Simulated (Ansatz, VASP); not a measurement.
# ScF3: VASP beside Ansatz

INCAR

```
ALGO = Normal
EDIFF = 1E-7
ENCUT = 520
ISIF = 2
ISMEAR = 0
LASPH = T
LCHARG = T
LELF = T
LREAL = F
LVHAR = T
LWAVE = F
NBANDS = 24
NELM = 60
PREC = Accurate
SIGMA = 0.01
```

Contents of KPOINTS:

```
k-points
0
Gamma
  4 4 4
```

File POSCAR:

```
ScF3
1.0
    4.0125000000      0.0000000000      0.0000000000
    0.0000000000      4.0125000000      0.0000000000
    0.0000000000      0.0000000000      4.0125000000
Sc F
1 3
Direct
    0.0000000000      0.0000000000      0.0000000000
    0.5000000000      0.0000000000      0.0000000000
    0.0000000000      0.5000000000      0.0000000000
    0.0000000000      0.0000000000      0.5000000000
```

Input for Ansatz:

```yaml
crystal:
  lattice:
    - [4.0125, 0.0, 0.0]
    - [0.0, 4.0125, 0.0]
    - [0.0, 0.0, 4.0125]
  atoms:
    - { symbol: Sc, position: [0.0, 0.0, 0.0] }
    - { symbol: F, position: [0.5, 0.0, 0.0] }
    - { symbol: F, position: [0.0, 0.5, 0.0] }
    - { symbol: F, position: [0.0, 0.0, 0.5] }
basis:
  ecutwfc: 650.0
kpoints:
  mp_grid:
    grid: [4, 4, 4]
hamiltonian:
  xc: lda
scf:
  occupations:
    method: fixed
output:
  eigenvalues: true
```

Alike in both runs: task single point; functional LDA; k mesh 4 × 4 × 4; no spin polarisation.

```csv
,VASP,Ansatz
version,VASP 6.6.1,Ansatz 0.2.0
potentials or method,"VASP PAW LDA potentials, release 64 (Sc_sv, F), cutoff 520 eV","plane waves, PAW"
occupations,"gaussian, width 0.01 eV",fixed
valence electrons in the cell,32,32
```

```csv
,VASP,Ansatz,Ansatz less VASP
gap on the k mesh at the Fermi level (eV),6.18,6.21,+0.028
```

LDA's correlation is that of Perdew and Zunger in VASP and of Perdew and Wang (1992) in Ansatz.
